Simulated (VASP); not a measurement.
# Ga (I4/mmm) in VASP: notebook, part 2 of 3

VASP 6.6.1. The steps go on from the part before.

**4. Single point, PBEsol-based global hybrid with 25 % exact exchange**

This run uses another cell than the first one, of 17.72 Å³/atom.

Contents of POSCAR:

```
Ga
1.0
   -1.3843987196      1.3843987196      2.3112238365
    1.3843987196     -1.3843987196      2.3112238365
    1.3843987196      1.3843987196     -2.3112238365
Ga
1
Direct
    0.0000000000      0.0000000000      0.0000000000
```

Contents of INCAR.step1:

```
SYSTEM = Ga
ALGO = Normal ; EDIFF = 1E-5
ENCUT = 520 ; GGA = PE
ISIF = 2 ; ISMEAR = -1
LASPH = .TRUE. ; LCHARG = .FALSE.
LREAL = .FALSE. ; LWAVE = .TRUE.
NBANDS = 12 ; NELM = 80
PREC = Accurate ; SIGMA = 0.05
```

Contents of INCAR.step2:

```
SYSTEM = Ga
AEXX = 0.25 ; ALGO = Normal
EDIFF = 1E-7 ; ENCUT = 520
GGA = PS ; ISIF = 2
ISMEAR = -1 ; ISTART = 1
LASPH = .TRUE. ; LCHARG = .FALSE.
LHFCALC = .TRUE. ; LREAL = .FALSE.
LWAVE = .FALSE. ; NBANDS = 12
NELM = 80 ; PREC = Accurate
PRECFOCK = Normal ; SIGMA = 0.05
```

Contents of KPOINTS:

```
k-points
0
G
  7 7 7
  0 0 0
```

Potentials or basis: VASP PAW PBE potentials, release 64 (Ga_d).

Run with:

```bash
$ cat potpaw_PBE.64/Ga_d/POTCAR > POTCAR
$ cp INCAR.step1 INCAR
$ mpirun -np 1 vasp_std > vasp.out
$ cp INCAR.step2 INCAR
$ mpirun -np 1 vasp_std > vasp.out
```

OUTCAR:

```text
SYSTEM = Ga
   AEXX = 0.25
   EDIFF = 1E-7
   ENCUT = 520
   GGA = PS
   ISIF = 2
   ISMEAR = -1
   ISTART = 1
   LASPH = .TRUE.
   LHFCALC = .TRUE.
   LREAL = .FALSE.
   NELM = 80
   PREC = Accurate
   PRECFOCK = Normal

 ion  position               nearest neighbor table
   1  0.000  0.000  0.000-

  LATTYP: Found a body centered tetragonal cell.
 ALAT       =     2.7687974392
 C/A-ratio  =     1.6694784557

  Lattice vectors:

 A1 = (  -1.3843987196,   1.3843987196,   2.3112238365)
 A2 = (   1.3843987196,  -1.3843987196,   2.3112238365)
 A3 = (   1.3843987196,   1.3843987196,  -2.3112238365)

Analysis of symmetry for initial positions (statically):
=====================================================================
 Subroutine PRICEL returns:
 Original cell was already a primitive cell.

 Routine SETGRP: Setting up the symmetry group for a
 body centered tetragonal supercell.

 Subroutine GETGRP returns: Found 16 space group operations
 (whereof 16 operations were pure point group operations)
 out of a pool of 16 trial point group operations.

The static configuration has the point symmetry D_4h.

Analysis of symmetry for dynamics (positions and initial velocities):
=====================================================================
 Subroutine PRICEL returns:
 Original cell was already a primitive cell.

 Routine SETGRP: Setting up the symmetry group for a
 body centered tetragonal supercell.

 Subroutine GETGRP returns: Found 16 space group operations
 (whereof 16 operations were pure point group operations)
 out of a pool of 16 trial point group operations.

The dynamic configuration has the point symmetry D_4h.

 Subroutine INISYM returns: Found 16 space group operations
 (whereof 16 operations are pure point group operations),
 and found     1 'primitive' translations

----------------------------------------------------------------------------------------

                                     Primitive cell

  volume of cell :      17.7184

  direct lattice vectors                    reciprocal lattice vectors
    -1.384398720  1.384398720  2.311223836     0.000000000  0.361167627  0.216335602
     1.384398720 -1.384398720  2.311223836     0.361167627  0.000000000  0.216335602
     1.384398720  1.384398720 -2.311223836     0.361167627  0.361167627  0.000000000

  length of vectors
     3.029005654  3.029005654  3.029005654     0.421002550  0.421002550  0.510768156

  position of ions in fractional coordinates (direct lattice)
     0.000000000  0.000000000  0.000000000

  ion indices of the primitive-cell ions
   primitive index   ion index
                 1           1

----------------------------------------------------------------------------------------

 KPOINTS: k-points

Automatic generation of k-mesh.
 Grid dimensions read from file:
 generate k-points for:    7    7    7

 Generating k-lattice:

  Cartesian coordinates                     Fractional coordinates (reciprocal lattice)
     0.000000000  0.051595375  0.030905086     0.142857143  0.000000000  0.000000000
     0.051595375  0.000000000  0.030905086     0.000000000  0.142857143  0.000000000
[... 45 lines left out ...]
   ions per type =               1
   NGX,Y,Z   is equivalent  to a cutoff of  13.17, 13.17, 13.17 a.u.
   NGXF,Y,Z  is equivalent  to a cutoff of  26.34, 26.34, 26.34 a.u.
 SYSTEM =  Ga
   PREC   = accura    normal or accurate (medium, high low for compatibility)
   ISTART =      1    job   : 0-new  1-cont  2-samecut
   ICHARG =      0    charge: 1-file 2-atom 10-const
   ISPIN  =      1    spin polarized calculation?
   LNONCOLLINEAR =      F non collinear calculations
   LSORBIT =      F    spin-orbit coupling
   LASPH  =      T    aspherical Exc in radial PAW
   ENCUT  =  520.0 eV  38.22 Ry    6.18 a.u.   5.63  5.63  5.63*2*pi/ulx,y,z
   NELM   =     80;   NELMIN=  2; NELMDL=  0     # of ELM steps
   EDIFF  = 0.1E-06   stopping-criterion for ELM
   LREAL  =      F    real-space projection
   EDIFFG = 0.1E-05   stopping-criterion for IOM
   NSW    =      0    number of steps for IOM
   IBRION =     -1    ionic relax: 0-MD 1-quasi-New 2-CG
   NFREE  =      0    steps in history (QN), initial steepest desc. (CG)
   ISIF   =      2    stress and relaxation
   ISYM   =      3    0-nonsym 1-usesym 2-fastsym
   POTIM  = 0.5000    time-step for ionic-motion
   TEBEG  =    0.0;   TEEND  =   0.0 temperature during run
   PSTRESS=    0.0 pullay stress
   NELECT =      13.0000    total number of electrons
   NUPDOWN=      -1.0000    fix difference up-down
   EMIN   =  10.00;   EMAX   =-10.00  energy-range for DOS
   EFERMI =   0.00;   METHOD = LEGACY
   ISMEAR =    -1;   SIGMA  =   0.05  broadening in eV -4-tet -1-fermi 0-gaus
   EFERMI_NEDOS =   21; number of points for ismear=-14 and -15
   IALGO  =     38    algorithm
   IMIX   =      1    mixing-type and parameters
     AMIX     =   0.40;   BMIX     =  1.00
     AMIX_MAG =   1.60;   BMIX_MAG =  1.00
  volume/ion in A,a.u.               =      17.72       119.57
  Fermi-wavevector in a.u.,A,eV,Ry     =   1.476549  2.790273 29.663375  2.180197
  Thomas-Fermi vector in A             =   2.591062
   LORBIT       =      0    0 simple, 1 ext, 2 COOP (PROOUT), +10 PAW based schemes
   GGA     = PS    functional components
   LHFCALC =     T    Hartree Fock is set to
   PRECFOCK=normal    Normal, Fast or Accurate (Low or Medium for compatibility)
   ENCUT4O =  -1.0   cutoff for four orbital integrals eV
   NKREDX  =     1    reduce k-point grid by
   NKREDY  =     1    reduce k-point grid by
   NKREDZ  =     1    reduce k-point grid by
   AEXX    =    0.2500 exact exchange contribution
   HFSCREEN=    0.0000 screening length (either q_TF or 0.3 A-1)
   HFSCREENC=   0.0000 screening length for correlation (either q_TF or 0.3 A-1)
   ENCUTFOCK=  -1.0 apply spherical cutoff to Coloumb kernel
   IVDW    =     0    specifies the selected vdW correction
   LEPSILON=     F    determine dielectric tensor
   LRPA    =     F    only Hartree local field effects (RPA)
 non-spin polarized calculation
  energy-cutoff  :      520.00
  volume of cell :       17.72
 maximum number of plane-waves:       486
  NGX = 18; NGY = 18; NGZ = 18

 number of electron      12.9999997 magnetization

 Free energy of the ion-electron system (eV)
  ---------------------------------------------------
  ext. energy  EPLUGINS =         0.00000000
  ---------------------------------------------------
  free energy    TOTEN  =        -3.86012167 eV

  energy without entropy =       -3.85891700  energy(sigma->0) =       -3.85951933

 E-fermi :   6.1162     XC(G=0):  -8.9999

 val. band max:        5.5766629433   @ k =  -0.2857  -0.4286   0.1429
 cond. band min:       6.1921437296   @ k =  -0.2857   0.4286   0.2857
 fundamental gap:      0.6154807863
 Fermi energy:         6.1162145559

 k-point     1 :       0.0000    0.0000    0.0000
  band No.  band energies     occupation
      1     -12.3605      2.00000
      2     -12.2076      2.00000
      3     -12.1713      2.00000
      4     -12.1713      2.00000
      5     -12.0003      2.00000
      6      -7.4648      2.00000
      7      20.3109      0.00000
      8      20.5649      0.00000
      9      20.5649      0.00000
     10      23.7249      0.00000
     11      23.8889      0.00000
     12      24.6370      0.00000
[... 331 lines left out ...]
 k-point    24 :      -0.4286    0.4286    0.1429
  band No.  band energies     occupation
      1     -12.3290      2.00000
      2     -12.2872      2.00000
      3     -12.0718      2.00000
      4     -12.0243      2.00000
      5     -11.9746      2.00000
      6       1.8794      2.00000
      7       6.7491      0.00001
      8       8.2056      0.00000
      9       9.6966      0.00000
     10      20.1004      0.00000
     11      20.6263      0.00000
     12      32.6039      0.00000

 [... further k-points ...]

------------------------ aborting loop because EDIFF is reached ----------------------------------------

  FORCE on cell =-STRESS in cart. coord.  units (eV):
  Direction    XX          YY          ZZ          XY          YZ          ZX
  --------------------------------------------------------------------------------------
  -------------------------------------------------------------------------------------
  Total        0.3041724      0.3041724     -0.6894168      0.0000000     -0.0000000     -0.0000000
  in kB       27.5046466     27.5046466    -62.3401784      0.0000000     -0.0000000     -0.0000000
  external PRESSURE =      -2.4436284 kB  Pullay stress =       0.0000000 kB

 VOLUME and BASIS-vectors are now :
 -----------------------------------------------------------------------------
  energy-cutoff  :      520.00
  volume of cell :       17.72
      direct lattice vectors                 reciprocal lattice vectors
    -1.384398720  1.384398720  2.311223836     0.000000000  0.361167627  0.216335602
     1.384398720 -1.384398720  2.311223836     0.361167627  0.000000000  0.216335602
     1.384398720  1.384398720 -2.311223836     0.361167627  0.361167627  0.000000000

 POSITION                                       TOTAL-FORCE (eV/Angst)
 -----------------------------------------------------------------------------------
      0.00000      0.00000      0.00000         0.000000     -0.000000      0.000000
 -----------------------------------------------------------------------------------
    total drift:                                0.000000     -0.000000      0.000000

  FREE ENERGIE OF THE ION-ELECTRON SYSTEM (eV)
  ---------------------------------------------------
  free  energy   TOTEN  =        -3.8601216730 eV

  energy  without entropy=       -3.8589169954  energy(sigma->0) =       -3.85951933
```

OUTCAR.step1:

```text
SYSTEM = Ga
   EDIFF = 1E-5
   ENCUT = 520
   GGA = PE
   ISIF = 2
   ISMEAR = -1
   LASPH = .TRUE.
[... 577 lines left out ...]
 -----------------------------------------------------------------------------------
      0.00000      0.00000      0.00000        -0.000000      0.000000      0.000000
 -----------------------------------------------------------------------------------
    total drift:                               -0.000000      0.000000      0.000000

  FREE ENERGIE OF THE ION-ELECTRON SYSTEM (eV)
  ---------------------------------------------------
  free  energy   TOTEN  =        -2.8644418359 eV

  energy  without entropy=       -2.8612054954  energy(sigma->0) =       -2.86282367
```

OSZICAR.step1:

```text
N       E                     dE             d eps       ncg     rms          rms(c)
DAV:   1     0.422226933447E+02    0.42223E+02   -0.67869E+03  1084   0.193E+03
DAV:   2    -0.993423811840E+00   -0.43216E+02   -0.41609E+02  1020   0.259E+02
DAV:   3    -0.288047688082E+01   -0.18871E+01   -0.18837E+01  1088   0.444E+01
DAV:   4    -0.289525334085E+01   -0.14776E-01   -0.14775E-01  1108   0.413E+00
DAV:   5    -0.289542300130E+01   -0.16966E-03   -0.16966E-03  1140   0.432E-01    0.929E-01
DAV:   6    -0.287086007961E+01    0.24563E-01   -0.38258E-02  1212   0.410E+00    0.472E-01
DAV:   7    -0.286507916665E+01    0.57809E-02   -0.75537E-03  1360   0.154E+00    0.126E-01
DAV:   8    -0.286443799200E+01    0.64117E-03   -0.74502E-04  1192   0.507E-01    0.939E-03
DAV:   9    -0.286444183591E+01   -0.38439E-05   -0.69669E-06   804   0.385E-02
   1 F= -.28644418E+01 E0= -.28628237E+01  d E =-.323634E-02
```

Wall time 29 min (1 thread of Intel Xeon 6975P-C (Granite Rapids), shared host); peak memory 0.16 GiB.

What came out:

```yaml
Free_energy: -3.8601 eV
Pressure: -0.2 GPa
Band_gap_on_the_k_mesh: zero (an odd number of electrons rules out a gap without spin polarisation)
```

Caveat: the k points lie up to 0.38 Å⁻¹ apart, too coarse for converged energies and pressures of a metal; the PAW data sets were made with another functional, which shifts forces and pressure a little.

**5. Single point, LDA**

This run uses another cell than the first one, of 17.04 Å³/atom.

Contents of INCAR:

```
SYSTEM = Ga
ALGO     = Normal         ! electronic algorithm
EDIFF    = 1E-6           ! SCF threshold, eV
ENCUT    = 520            ! plane-wave cutoff, eV
GGA      = CA             ! functional
ISIF     = 2              ! what is computed and relaxed
ISMEAR   = -1             ! smearing method
LASPH    = .True.         ! aspherical terms in the spheres
LCHARG   = .False.        ! write CHGCAR
LREAL    = .False.        ! projectors in reciprocal space
LWAVE    = .False.        ! write WAVECAR
NBANDS   = 12             ! bands
NELM     = 100            ! most SCF steps
PREC     = Accurate       ! precision mode
SIGMA    = 0.05           ! smearing width, eV
```

Contents of KPOINTS:

```
k-points
0
Gamma
  13 13 13
  0 0 0
```

Contents of POSCAR:

```
Ga
1.0
   -1.3659390733      1.3659390733      2.2835458812
    1.3659390733     -1.3659390733      2.2835458812
    1.3659390733      1.3659390733     -2.2835458812
Ga
1
Direct
    0.0000000000      0.0000000000      0.0000000000
```

Potentials or basis: VASP PAW LDA potentials, release 64 (Ga_d).

Run with:

```bash
$ cat potpaw_LDA.64/Ga_d/POTCAR > POTCAR
$ mpirun -np 1 vasp_std > vasp.out
```

OUTCAR:

```text
SYSTEM = Ga
   EDIFF = 1E-6
   ENCUT = 520
   GGA = CA
   ISIF = 2
   ISMEAR = -1
   LASPH = .True.
   LREAL = .False.
   NELM = 100
   PREC = Accurate

 ion  position               nearest neighbor table
   1  0.000  0.000  0.000-

  LATTYP: Found a body centered tetragonal cell.
 ALAT       =     2.7318781466
 C/A-ratio  =     1.6717772599

  Lattice vectors:

 A1 = (  -1.3659390733,   1.3659390733,   2.2835458812)
 A2 = (   1.3659390733,  -1.3659390733,   2.2835458812)
[... 539 lines left out ...]

 [... further k-points ...]

------------------------ aborting loop because EDIFF is reached ----------------------------------------

  FORCE on cell =-STRESS in cart. coord.  units (eV):
  Direction    XX          YY          ZZ          XY          YZ          ZX
  --------------------------------------------------------------------------------------
  -------------------------------------------------------------------------------------
  Total        0.0043287      0.0043287     -0.0001812      0.0000000     -0.0000000      0.0000000
  in kB        0.4069481      0.4069481     -0.0170379      0.0000000     -0.0000000      0.0000000
  external PRESSURE =       0.2656195 kB  Pullay stress =       0.0000000 kB

 VOLUME and BASIS-vectors are now :
 -----------------------------------------------------------------------------
  energy-cutoff  :      520.00
  volume of cell :       17.04
      direct lattice vectors                 reciprocal lattice vectors
    -1.365939073  1.365939073  2.283545881     0.000000000  0.366048537  0.218957720
     1.365939073 -1.365939073  2.283545881     0.366048537  0.000000000  0.218957720
     1.365939073  1.365939073 -2.283545881     0.366048537  0.366048537  0.000000000

 POSITION                                       TOTAL-FORCE (eV/Angst)
 -----------------------------------------------------------------------------------
      0.00000      0.00000      0.00000        -0.000000      0.000000     -0.000000
 -----------------------------------------------------------------------------------
    total drift:                               -0.000000      0.000000      0.000000

  FREE ENERGIE OF THE ION-ELECTRON SYSTEM (eV)
  ---------------------------------------------------
  free  energy   TOTEN  =        -3.5672794784 eV

  energy  without entropy=       -3.5645964383  energy(sigma->0) =       -3.56593796
```

OSZICAR:

```text
N       E                     dE             d eps       ncg     rms          rms(c)
DAV:   1     0.421872022413E+02    0.42187E+02   -0.66375E+03  5164   0.193E+03
DAV:   2    -0.155496629934E+01   -0.43742E+02   -0.42018E+02  4952   0.258E+02
DAV:   3    -0.359476601699E+01   -0.20398E+01   -0.20356E+01  5432   0.449E+01
DAV:   4    -0.361101743333E+01   -0.16251E-01   -0.16250E-01  5420   0.424E+00
DAV:   5    -0.361118022402E+01   -0.16279E-03   -0.16279E-03  5580   0.406E-01    0.987E-01
DAV:   6    -0.357667266212E+01    0.34508E-01   -0.49870E-02  5952   0.472E+00    0.471E-01
DAV:   7    -0.356825577272E+01    0.84169E-02   -0.82750E-03  5964   0.154E+00    0.128E-01
DAV:   8    -0.356728044108E+01    0.97533E-03   -0.91988E-04  5872   0.541E-01    0.884E-03
DAV:   9    -0.356727947840E+01    0.96268E-06   -0.79766E-06  5812   0.425E-02
   1 F= -.35672795E+01 E0= -.35659380E+01  d E =-.268304E-02
```

It took 36 s on 1 thread of AMD EPYC 7R13, shared host; peak memory 0.12 GiB.

What came out:

| Quantity | Value |
| --- | --- |
| Free energy | -3.5673 eV |
| Pressure | 0.0 GPa |
| Band gap on the k mesh | zero (an odd number of electrons rules out a gap without spin polarisation) |

Levels at points of the mesh, in eV from the Fermi level:
| k point | band 3 | band 4 | band 5 | band 6 | band 7 | band 8 | band 9 | band 10 |
| --- | --- | --- | --- | --- | --- | --- | --- | --- |
| (0.00, 0.00, 0.00) | -14.97 | -14.97 | -14.79 | -11.79 | 13.02 | 13.36 | 13.36 | 16.86 |

(Part 2 of 3 ends here.)

The gap in the log of VASP goes by the Fermi energy; the results here count the filled bands.